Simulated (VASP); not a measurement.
Set up this calculation in VASP 6.6.1, as the native input.

```
Task                   : single point
Functional             : PBE
Potentials or basis    : VASP PAW PBE potentials, release 64 (Sn_d, Se, S)
Cutoff                 : 500 eV
k mesh                 : 2 × 2 × 4
Occupations            : gaussian, width 0.1 eV
Spin                   : no spin polarisation
Dipole correction      : no
Further INCAR settings : ALGO = Normal; EDIFF = 1e-06; NBANDS = 72
```

The structure of Sn3Se2S lies in POSCAR:

```
Sn3Se2S
1.0
    6.3413933425     -6.0907655007      0.0000000000
    6.3413933425      6.0907655007      0.0000000000
    0.0000000000      0.0000000000      4.2539981091
Sn Se S
6 4 2
Direct
    0.7941415679      0.5257703553      0.2500000000
    0.4742296447      0.2058584321      0.2500000000
    0.1303625794      0.8696374206      0.2500000000
    0.5257703553      0.7941415679      0.7500000000
    0.2058584321      0.4742296447      0.7500000000
    0.8696374206      0.1303625794      0.7500000000
    0.0279742347      0.3115703543      0.2500000000
    0.6884296457      0.9720257653      0.2500000000
    0.3115703543      0.0279742347      0.7500000000
    0.9720257653      0.6884296457      0.7500000000
    0.3439158910      0.6560841090      0.2500000000
    0.6560841090      0.3439158910      0.7500000000
```

These files were run (other wordings do the same):

INCAR

```
ALGO = Normal ; EDIFF = 1E-6
ENCUT = 500 ; GGA = PE
GGA_COMPAT = F ; ISIF = 2
ISMEAR = 0 ; LASPH = T
LCHARG = T ; LELF = T
LREAL = F ; LVHAR = T
LWAVE = F ; NBANDS = 72
NELM = 120 ; PREC = Accurate
SIGMA = 0.1
```

KPOINTS

```
k-points
0
Gamma
  2 2 4
```

Potentials or basis: VASP PAW PBE potentials, release 64 (Sn_d, Se, S).

Launch:

```bash
$ cat potpaw_PBE.64/Sn_d/POTCAR potpaw_PBE.64/Se/POTCAR potpaw_PBE.64/S/POTCAR > POTCAR
$ mpirun -np 1 vasp_std > vasp.out
```

It gave:

```yaml
Pressure: 0.0 GPa
Largest_force: 0.014 eV/Å
Band_gap_on_the_k_mesh: 0.67 eV
```

Caveat: semilocal functionals underestimate gaps, and a narrow one can read as zero; spin-orbit coupling is left out, which moves the levels of the heavy elements.

Wall time 4.6 min on 1 thread of Oxide Virtual Turin-like Processor (shared host), peak memory 0.39 GiB.
